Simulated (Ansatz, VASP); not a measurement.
# Two plane-wave programs on GaP

```
Ga P
1.0
     0.00000    2.72581    2.72581
     2.72581    0.00000    2.72581
     2.72581    2.72581    0.00000
Ga P
1 1
Direct
  0.00000 0.00000 0.00000
  0.75000 0.75000 0.75000
```

Alike in both runs: functional r2SCAN; k mesh 8 × 8 × 8; occupations gaussian, width 0.02 eV; no spin polarisation.

Ansatz relaxed the structure, and its values are those at the end. VASP's run is a single point on that final structure, the one shown.

```csv
,VASP,Ansatz
version,VASP 6.6.1,Ansatz 0.2.0
potentials or method,"VASP PAW PBE potentials, release 64 (Ga_d, P), cutoff 520 eV","scalar-relativistic, plane waves, PAW"
valence electrons in the cell,18,18
```

```tsv
	VASP	Ansatz	Ansatz less VASP
gap on the k mesh at the Fermi level (eV)	1.90	1.90	-0.006
least direct gap on the mesh (eV)	2.34	2.36	+0.023
pressure (GPa)	-0.1	0.0	+0.08
```

VASP's potentials were made for PBE, not for r2SCAN.
